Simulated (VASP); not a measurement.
# KCl (I4/mmm) in VASP: notebook, part 2 of 2

VASP 6.6.1. Earlier steps stand in the parts before.

## (3) Single point, LDA (strain +0.0450 x Voigt [1, 1, 0, 0, 0, 0])

Contents of INCAR:

```
SYSTEM = KCl
ALGO     = Normal         ! electronic algorithm
EDIFF    = 1E-6           ! SCF threshold, eV
ENCUT    = 520            ! plane-wave cutoff, eV
GGA      = CA             ! functional
ISIF     = 2              ! what is computed and relaxed
ISMEAR   = 0              ! smearing method
LASPH    = .TRUE.         ! aspherical terms in the spheres
LCHARG   = .FALSE.        ! write CHGCAR
LREAL    = .FALSE.        ! projectors in reciprocal space
LWAVE    = .FALSE.        ! write WAVECAR
NBANDS   = 15             ! bands
NELM     = 60             ! most SCF steps
PREC     = Accurate       ! precision mode
SIGMA    = 0.05           ! smearing width, eV
```

Contents of KPOINTS:

```
k-points
0
G
  6 6 6
  0 0 0
```

Contents of POSCAR:

```
KCl
1.0
    0.0000000000      3.2981245000      3.1561000000
    3.2981245000      0.0000000000      3.1561000000
    3.2981245000      3.2981245000      0.0000000000
K Cl
1 1
Direct
    0.0000000000      0.0000000000      0.0000000000
    0.5000000000      0.5000000000      0.5000000000
```

Potentials or basis: VASP PAW LDA potentials, release 64 (K_sv, Cl).

Command:

```console
cat potpaw_LDA.64/K_sv/POTCAR potpaw_LDA.64/Cl/POTCAR > POTCAR
mpirun -np 1 vasp_std > vasp.out
```

OUTCAR:

```text
SYSTEM = KCl
   EDIFF = 1E-6
   ENCUT = 520
   GGA = CA
   ISIF = 2
   ISMEAR = 0
   LASPH = .TRUE.
   LREAL = .FALSE.
   NELM = 60
   PREC = Accurate

 ion  position               nearest neighbor table
   1  0.000  0.000  0.000-   2 3.16   2 3.16
   2  0.500  0.500  0.500-   1 3.16   1 3.16

  LATTYP: Found a body centered tetragonal cell.
 ALAT       =     4.6642523983
 C/A-ratio  =     1.3533144138

  Lattice vectors:

 A1 = (   0.0000000000,  -3.2981245000,  -3.1561000000)
 A2 = (   0.0000000000,   3.2981245000,  -3.1561000000)
 A3 = (   3.2981245000,   0.0000000000,   3.1561000000)

Analysis of symmetry for initial positions (statically):
=====================================================================
 Subroutine PRICEL returns:
 Original cell was already a primitive cell.

 Routine SETGRP: Setting up the symmetry group for a
 body centered tetragonal supercell.

 Subroutine GETGRP returns: Found 16 space group operations
 (whereof 16 operations were pure point group operations)
 out of a pool of 16 trial point group operations.

The static configuration has the point symmetry D_4h.

Analysis of symmetry for dynamics (positions and initial velocities):
=====================================================================
 Subroutine PRICEL returns:
 Original cell was already a primitive cell.

 Routine SETGRP: Setting up the symmetry group for a
 body centered tetragonal supercell.

 Subroutine GETGRP returns: Found 16 space group operations
 (whereof 16 operations were pure point group operations)
 out of a pool of 16 trial point group operations.

The dynamic configuration has the point symmetry D_4h.

 Subroutine INISYM returns: Found 16 space group operations
 (whereof 16 operations are pure point group operations),
 and found     1 'primitive' translations

----------------------------------------------------------------------------------------

[... 121 lines left out ...]
   LEPSILON=     F    determine dielectric tensor
   LRPA    =     F    only Hartree local field effects (RPA)
 non-spin polarized calculation
 Gauss-broadening in eV      SIGMA  =   0.05
  energy-cutoff  :      520.00
  volume of cell :       68.66
 maximum number of plane-waves:      1883
 NGX is ok and might be reduce to    36
   NGX = 17   NGY = 17   NGZ = 17

 number of electron      16.0000002 magnetization

 Free energy of the ion-electron system (eV)
  ---------------------------------------------------
  ext. energy  EPLUGINS =         0.00000000
  ---------------------------------------------------
  free energy    TOTEN  =        -7.26822600 eV

  energy without entropy =       -7.26822600  energy(sigma->0) =       -7.26822600

 E-fermi :  -2.1198     XC(G=0):  -7.7121

 val. band max:       -2.4358967643   @ k =   0.0000   0.0000   0.0000
 cond. band min:       2.0022398175   @ k =   0.0000   0.0000   0.0000
 fundamental gap:      4.4381365817
 Fermi energy:        -2.1197535899

 k-point     1 :       0.0000    0.0000    0.0000
  band No.  band energies     occupation
      1     -29.5110      2.00000
      2     -14.3702      2.00000
      3     -13.2070      2.00000
      4     -13.2070      2.00000
      5     -13.2051      2.00000
      6      -2.4479      2.00000
      7      -2.4479      2.00000
      8      -2.4359      2.00000
      9       2.0022      0.00000
     10       5.4994      0.00000
     11       5.4994      0.00000
     12       5.7597      0.00000
     13       6.3470      0.00000
     14       6.5725      0.00000
[... 401 lines left out ...]
      2     -14.3620      2.00000
      3     -13.2808      2.00000
      4     -13.2360      2.00000
      5     -13.1804      2.00000
      6      -3.0826      2.00000
      7      -2.7722      2.00000
      8      -2.6610      2.00000
      9       4.2050      0.00000
     10       5.0840      0.00000
     11       6.5829      0.00000
     12       7.4529      0.00000
     13       7.5905      0.00000
     14       8.3301      0.00000
     15       8.6847      0.00000

 [... further k-points ...]

------------------------ aborting loop because EDIFF is reached ----------------------------------------

  FORCE on cell =-STRESS in cart. coord.  units (eV):
  Direction    XX          YY          ZZ          XY          YZ          ZX
  --------------------------------------------------------------------------------------
  -------------------------------------------------------------------------------------
  Total       -1.3316173     -1.3316173     -1.0250693      0.0000000      0.0000000      0.0000000
  in kB      -31.0724273    -31.0724273    -23.9193267      0.0000000      0.0000000      0.0000000
  external PRESSURE =     -28.6880605 kB  Pullay stress =       0.0000000 kB

 VOLUME and BASIS-vectors are now :
 -----------------------------------------------------------------------------
  energy-cutoff  :      520.00
  volume of cell :       68.66
      direct lattice vectors                 reciprocal lattice vectors
     0.000000000  3.298124500  3.156100000    -0.151601312  0.151601312  0.158423371
     3.298124500  0.000000000  3.156100000     0.151601312 -0.151601312  0.158423371
     3.298124500  3.298124500  0.000000000     0.151601312  0.151601312 -0.158423371

 POSITION                                       TOTAL-FORCE (eV/Angst)
 -----------------------------------------------------------------------------------
      0.00000      0.00000      0.00000        -0.000000     -0.000000     -0.000000
      3.29812      3.29812      3.15610         0.000000      0.000000      0.000000
 -----------------------------------------------------------------------------------
    total drift:                                0.000000      0.000000      0.000000

  FREE ENERGIE OF THE ION-ELECTRON SYSTEM (eV)
  ---------------------------------------------------
  free  energy   TOTEN  =        -7.2682259979 eV

  energy  without entropy=       -7.2682259979  energy(sigma->0) =       -7.26822600
```

Wall time 46 s (1 thread of Intel Xeon 8259CL, shared host); peak memory 0.18 GiB.

What came out:

| Property | Result |
| --- | --- |
| Free energy | -7.2682 eV |
| Pressure | -2.9 GPa |
| Band gap on the k mesh | 4.44 eV |

Stress tensor (GPa, compression positive):
```
-3.11  0.00  0.00
 0.00 -3.11  0.00
 0.00  0.00 -2.39
```

Levels at points of the mesh, in eV from the valence-band top:
| k point | band 4 | band 5 | band 6 | band 7 | band 8 | band 9 | band 10 | band 11 | band 12 | band 13 |
| --- | --- | --- | --- | --- | --- | --- | --- | --- | --- | --- |
| (0.00, 0.00, 0.00) | -10.77 | -10.77 | -0.01 | -0.01 | 0.00 | 4.44 | 7.94 | 7.94 | 8.20 | 8.78 |
| (0.50, 0.00, 0.00) | -10.77 | -10.56 | -0.98 | -0.29 | -0.28 | 6.90 | 7.85 | 9.91 | 10.00 | 10.56 |
| (0.50, 0.50, 0.00) | -10.82 | -10.82 | -0.60 | -0.25 | -0.25 | 6.18 | 7.60 | 9.27 | 9.90 | 10.02 |
| (0.50, 0.00, 0.50) | -10.81 | -10.80 | -0.65 | -0.21 | -0.20 | 6.26 | 7.51 | 9.00 | 9.82 | 10.00 |

Caveat: the cell differs from its parent crystal (strain +0.0450 x Voigt [1, 1, 0, 0, 0, 0]).

## (4) Single point, LDA (strain +0.0600 x Voigt [1, 1, 0, 0, 0, 0])

Contents of INCAR:

```
SYSTEM = KCl
  PREC = Accurate
  ENCUT = 520
  EDIFF = 1E-7
  ISMEAR = 0
  SIGMA = 0.05
  LREAL = .FALSE.
  LASPH = .TRUE.
  NELM = 60
  ALGO = Normal
  ISIF = 2
  LWAVE = .FALSE.
  LCHARG = .FALSE.
  GGA = CA
  NBANDS = 15
```

Contents of KPOINTS:

```
regular mesh
0
G
  6 6 6
  0 0 0
```

Contents of POSCAR:

```
KCl
1.0
    0.0000000000      3.3454660000      3.1561000000
    3.3454660000      0.0000000000      3.1561000000
    3.3454660000      3.3454660000      0.0000000000
K Cl
1 1
Direct
    0.0000000000      0.0000000000      0.0000000000
    0.5000000000      0.5000000000      0.5000000000
```

Potentials or basis: VASP PAW LDA potentials, release 64 (K_sv, Cl).

Command:

```console
cat potpaw_LDA.64/K_sv/POTCAR potpaw_LDA.64/Cl/POTCAR > POTCAR
mpirun -np 1 vasp_std > vasp.out
```

OUTCAR:

```text
SYSTEM = KCl
   PREC = Accurate
   ENCUT = 520
   EDIFF = 1E-7
   ISMEAR = 0
   LREAL = .FALSE.
   LASPH = .TRUE.
   NELM = 60
   ISIF = 2
   GGA = CA

 ion  position               nearest neighbor table
   1  0.000  0.000  0.000-   2 3.16   2 3.16
   2  0.500  0.500  0.500-   1 3.16   1 3.16

  LATTYP: Found a body centered tetragonal cell.
 ALAT       =     4.7312033897
 C/A-ratio  =     1.3341637381

  Lattice vectors:

 A1 = (   0.0000000000,  -3.3454660000,  -3.1561000000)
 A2 = (   0.0000000000,   3.3454660000,  -3.1561000000)
 A3 = (   3.3454660000,   0.0000000000,   3.1561000000)

Analysis of symmetry for initial positions (statically):
=====================================================================
 Subroutine PRICEL returns:
 Original cell was already a primitive cell.

 Routine SETGRP: Setting up the symmetry group for a
 body centered tetragonal supercell.

 Subroutine GETGRP returns: Found 16 space group operations
 (whereof 16 operations were pure point group operations)
 out of a pool of 16 trial point group operations.

The static configuration has the point symmetry D_4h.

Analysis of symmetry for dynamics (positions and initial velocities):
=====================================================================
 Subroutine PRICEL returns:
 Original cell was already a primitive cell.

 Routine SETGRP: Setting up the symmetry group for a
 body centered tetragonal supercell.

 Subroutine GETGRP returns: Found 16 space group operations
 (whereof 16 operations were pure point group operations)
 out of a pool of 16 trial point group operations.

The dynamic configuration has the point symmetry D_4h.

 Subroutine INISYM returns: Found 16 space group operations
 (whereof 16 operations are pure point group operations),
 and found     1 'primitive' translations

----------------------------------------------------------------------------------------

[... 121 lines left out ...]
   LEPSILON=     F    determine dielectric tensor
   LRPA    =     F    only Hartree local field effects (RPA)
 non-spin polarized calculation
 Gauss-broadening in eV      SIGMA  =   0.05
  energy-cutoff  :      520.00
  volume of cell :       70.65
 maximum number of plane-waves:      1923
 NGX is ok and might be reduce to    36
   NGX = 17   NGY = 17   NGZ = 17

 number of electron      16.0000002 magnetization

 Free energy of the ion-electron system (eV)
  ---------------------------------------------------
  ext. energy  EPLUGINS =         0.00000000
  ---------------------------------------------------
  free energy    TOTEN  =        -7.22912757 eV

  energy without entropy =       -7.22912757  energy(sigma->0) =       -7.22912757

 E-fermi :  -2.3096     XC(G=0):  -7.5964

 val. band max:       -2.5323710042   @ k =   0.0000   0.0000   0.0000
 cond. band min:       1.8261958772   @ k =   0.0000   0.0000   0.0000
 fundamental gap:      4.3585668814
 Fermi energy:        -2.3096163657

 k-point     1 :       0.0000    0.0000    0.0000
  band No.  band energies     occupation
      1     -29.6766      2.00000
      2     -14.4409      2.00000
      3     -13.3729      2.00000
      4     -13.3729      2.00000
      5     -13.3687      2.00000
      6      -2.5429      2.00000
      7      -2.5429      2.00000
      8      -2.5324      2.00000
      9       1.8262      0.00000
     10       5.3599      0.00000
     11       5.3599      0.00000
     12       5.6957      0.00000
     13       6.1785      0.00000
     14       6.4770      0.00000
[... 401 lines left out ...]
      2     -14.4375      2.00000
      3     -13.4393      2.00000
      4     -13.3969      2.00000
      5     -13.3407      2.00000
      6      -3.1546      2.00000
      7      -2.8548      2.00000
      8      -2.7431      2.00000
      9       4.1172      0.00000
     10       4.8552      0.00000
     11       6.3384      0.00000
     12       7.2253      0.00000
     13       7.4324      0.00000
     14       8.1215      0.00000
     15       8.4484      0.00000

 [... further k-points ...]

------------------------ aborting loop because EDIFF is reached ----------------------------------------

  FORCE on cell =-STRESS in cart. coord.  units (eV):
  Direction    XX          YY          ZZ          XY          YZ          ZX
  --------------------------------------------------------------------------------------
  -------------------------------------------------------------------------------------
  Total       -1.4409217     -1.4409217     -1.0970278      0.0000000      0.0000000      0.0000000
  in kB      -32.6781128    -32.6781128    -24.8790751      0.0000000      0.0000000      0.0000000
  external PRESSURE =     -30.0784335 kB  Pullay stress =       0.0000000 kB

 VOLUME and BASIS-vectors are now :
 -----------------------------------------------------------------------------
  energy-cutoff  :      520.00
  volume of cell :       70.65
      direct lattice vectors                 reciprocal lattice vectors
     0.000000000  3.345466000  3.156100000    -0.149456010  0.149456010  0.158423371
     3.345466000  0.000000000  3.156100000     0.149456010 -0.149456010  0.158423371
     3.345466000  3.345466000  0.000000000     0.149456010  0.149456010 -0.158423371

 POSITION                                       TOTAL-FORCE (eV/Angst)
 -----------------------------------------------------------------------------------
      0.00000      0.00000      0.00000         0.000000     -0.000000      0.000000
      3.34547      3.34547      3.15610        -0.000000      0.000000     -0.000000
 -----------------------------------------------------------------------------------
    total drift:                                0.000000      0.000000      0.000000

  FREE ENERGIE OF THE ION-ELECTRON SYSTEM (eV)
  ---------------------------------------------------
  free  energy   TOTEN  =        -7.2291275658 eV

  energy  without entropy=       -7.2291275658  energy(sigma->0) =       -7.22912757
```

stdout:

```text
POSCAR found type information on POSCAR K Cl
 POSCAR found :  2 types and       2 ions
 scaLAPACK will be used
 LDA part: xc-table for (Slater(with rela. corr.)+CA(PZ))
 , standard interpolation
 POSCAR, INCAR and KPOINTS ok, starting setup
 FFT: planning ... GRIDC
 FFT: planning ... GRID_SOFT
 FFT: planning ... GRID
 WAVECAR not read
 entering main loop
```

Run time: 46 s. Hardware: 1 thread of Intel Xeon 8259CL, shared host; peak memory 0.18 GiB.

What came out:

```
Free energy            : -7.2291 eV
Pressure               : -3.0 GPa
Band gap on the k mesh : 4.36 eV
```

Caveat: the cell differs from its parent crystal (strain +0.0600 x Voigt [1, 1, 0, 0, 0, 0]); the cell stands under tension.

## (5) The runs side by side

| cell | gap on the mesh (eV) | pressure (GPa) |
| --- | --- | --- |
| a = 4.332, b = 4.332, c = 4.196 Å, angles 61.0, 61.0, 57.9°, 2 atoms | 5.10 | 0.6 |
| a = 4.565, b = 4.565, c = 4.664 Å, angles 59.3, 59.3, 61.4°, 2 atoms | 4.44 | -2.9 |
| a = 4.599, b = 4.599, c = 4.731 Å, angles 59.0, 59.0, 61.9°, 2 atoms | 4.36 | -3.0 |

Alike in all rows: task single point; level LDA; potentials or basis VASP PAW LDA potentials, release 64 (K_sv, Cl); no spin polarisation; k mesh 6 × 6 × 6; cutoff (eV) 520; smearing gaussian 0.05 eV.

Caveats: the cell stands under tension (at least some runs).

Total energies depend on the potentials used, so only differences within one code and one set of settings carry meaning.
